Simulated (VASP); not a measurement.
Wanted: the native input for a VASP 6.6.1 run.

| Property | Result |
| --- | --- |
| Task | single point |
| Functional | PBE |
| Potentials or basis | VASP PAW PBE potentials, release 64 (Pb_d) |
| Cutoff | 520 eV |
| k mesh | 3 × 3 × 3 |
| Occupations | gaussian, width 0.1 eV |
| Spin | no spin polarisation |
| Dipole correction | no |
| Further INCAR settings | LREAL = Auto; ALGO = Fast; EDIFF = 1e-06; NBANDS = 208 |

The structure of Pb lies in POSCAR:

```
Pb
1.0
   -7.5586333039      7.5586333039      0.0000000000
   -7.5586333039      0.0000000000      7.5586333039
    0.0000000000      7.5586333039      7.5586333039
Pb
27
Direct
    0.0000000000      0.0000000000      0.0000000000
    0.3333333333      0.0000000000      0.0000000000
    0.0000000000      0.3333333333      0.0000000000
    0.0000000000      0.0000000000      0.3333333333
    0.6666666667      0.0000000000      0.0000000000
    0.3333333333      0.3333333333      0.0000000000
    0.3333333333      0.0000000000      0.3333333333
    0.0000000000      0.6666666667      0.0000000000
    0.0000000000      0.3333333333      0.3333333333
    0.0000000000      0.0000000000      0.6666666667
    0.6666666667      0.3333333333      0.0000000000
    0.6666666667      0.0000000000      0.3333333333
    0.3333333333      0.6666666667      0.0000000000
    0.3333333333      0.3333333333      0.3333333333
    0.3333333333      0.0000000000      0.6666666667
    0.0000000000      0.6666666667      0.3333333333
    0.0000000000      0.3333333333      0.6666666667
    0.6666666667      0.6666666667      0.0000000000
    0.6666666667      0.3333333333      0.3333333333
    0.6666666667      0.0000000000      0.6666666667
    0.3333333333      0.6666666667      0.3333333333
    0.3333333333      0.3333333333      0.6666666667
    0.0000000000      0.6666666667      0.6666666667
    0.6666666667      0.6666666667      0.3333333333
    0.6666666667      0.3333333333      0.6666666667
    0.3333333333      0.6666666667      0.6666666667
    0.6666666667      0.6666666667      0.6666666667
```

One way to write it, as run:

INCAR

```
PREC = Accurate
ENCUT = 520
EDIFF = 1E-6
ISMEAR = 0
SIGMA = 0.1
LREAL = Auto
LASPH = True
NELM = 100
ALGO = Fast
ISIF = 2
LWAVE = False
LCHARG = False
GGA = PE
NBANDS = 208
```

KPOINTS

```
regular mesh
0
Gamma
  3 3 3
```

Potentials or basis: VASP PAW PBE potentials, release 64 (Pb_d).

The run is started by

```bash
$ cat potpaw_PBE.64/Pb_d/POTCAR > POTCAR
$ mpirun -np 1 vasp_std > vasp.out
```

Results of the run:

The pressure is -0.2 GPa and the band gap on the k mesh is zero (bands 189 and 190 overlap by 1.88 eV).

Caveat: spin-orbit coupling is left out, which moves the levels of the heavy elements.

It took 44 min on 1 thread of Oxide Virtual Turin-like Processor (shared host), peak memory 1.2 GiB.
